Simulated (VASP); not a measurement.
Y, 4 atoms in the cell. The structure is hexagonal, space group P6_3/mmc (No. 194). Conventional cell: a = 3.601 Å, b = 3.601 Å, c = 11.760 Å, α = 90.00°, β = 90.00°, γ = 120.00°. Within 4.7 Å of Y (site symmetry -3m) lie 12 Y at 3.60 Å. Within 4.7 Å of Y (site symmetry -6m2) lie 12 Y at 3.60 Å. 

| Quantity | Value |
| --- | --- |
| Program | VASP 6.6.1 |
| Task | relaxation of cell and atoms |
| Functional | BLYP |
| Potentials or basis | VASP PAW PBE potentials, release 64 (Y_sv) |
| Cutoff | 600 eV |
| k mesh | 10 × 10 × 3 |
| Occupations | fermi-dirac, width 0.1 eV |
| Spin | no spin polarisation |
| Dipole correction | no |
| Further INCAR settings | ALGO = Normal; EDIFF = 1e-06; IBRION = 2; EDIFFG = -0.01; NSW = 80; ISIF = 3 |

Potentials or basis: VASP PAW PBE potentials, release 64 (Y_sv).

Command:

```console
$ cat potpaw_PBE.64/Y_sv/POTCAR > POTCAR
$ mpirun -np 1 vasp_std > vasp.out
```

Hardware: 1 thread of Intel(R) Xeon(R) 6975P-C (Granite Rapids), on a shared host.

Problem. How long does it take, and how much memory?

Solution. Wall time 5.9 min on 1 thread of Intel(R) Xeon(R) 6975P-C (Granite Rapids), on a shared host, peak memory 0.36 GiB. Counts: scf iterations 47, k points 28, ion steps 5.
